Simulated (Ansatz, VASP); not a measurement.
Two plane-wave programs on Mg

Contents of INCAR:

```
PREC = Accurate
ENCUT = 520
EDIFF = 1E-6
ISMEAR = 0
SIGMA = 0.1
LREAL = F
LASPH = T
NELM = 80
ALGO = Normal
ISIF = 2
LWAVE = F
LCHARG = F
GGA = PS
NBANDS = 7
```

The input KPOINTS:

```
Automatic mesh
0
Gamma
  16 16 16
```

Contents of POSCAR:

```
Mg
1.0
    0.0000000000      2.2706260080      2.2706260080
    2.2706260080      0.0000000000      2.2706260080
    2.2706260080      2.2706260080      0.0000000000
Mg
1
Direct
    0.0000000000      0.0000000000      0.0000000000
```

Input for Ansatz:

```yaml
crystal:
  lattice:
    - [0.0, 2.270626008, 2.270626008]
    - [2.270626008, 0.0, 2.270626008]
    - [2.270626008, 2.270626008, 0.0]
  atoms:
    - { symbol: Mg, position: [0.0, 0.0, 0.0] }
basis:
  ecutwfc: 420
kpoints:
  mp_grid: { grid: [16, 16, 16] }
hamiltonian:
  xc: pbesol
scf:
  occupations: { method: gaussian, width: 0.1 }
output:
  forces: true
  stress: true
  eigenvalues: true
```

Alike in both runs: task single point; functional PBEsol; k mesh 16 × 16 × 16; occupations gaussian, width 0.1 eV; no spin polarisation.

```csv
,VASP,Ansatz
version,VASP 6.6.1,Ansatz 0.2.0
potentials or method,"VASP PAW PBE potentials, release 64 (Mg), cutoff 520 eV","scalar-relativistic, plane waves, PAW"
valence electrons in the cell,2,10
```

|  | VASP | Ansatz | Ansatz less VASP |
| --- | --- | --- | --- |
| gap on the k mesh at the Fermi level (eV) | none | none | - |
| pressure (GPa) | -1.2 | -1.1 | +0.06 |

VASP's potentials were made for PBE, not for PBEsol. A gap of «none» marks a metal or a gap that the smearing closes. The functional is the same, so the differences come from potentials, cutoffs and numerics. VASP's potentials hold 2 valence electrons a cell and Ansatz's 10, so a difference there can come from the potentials and not from the codes.
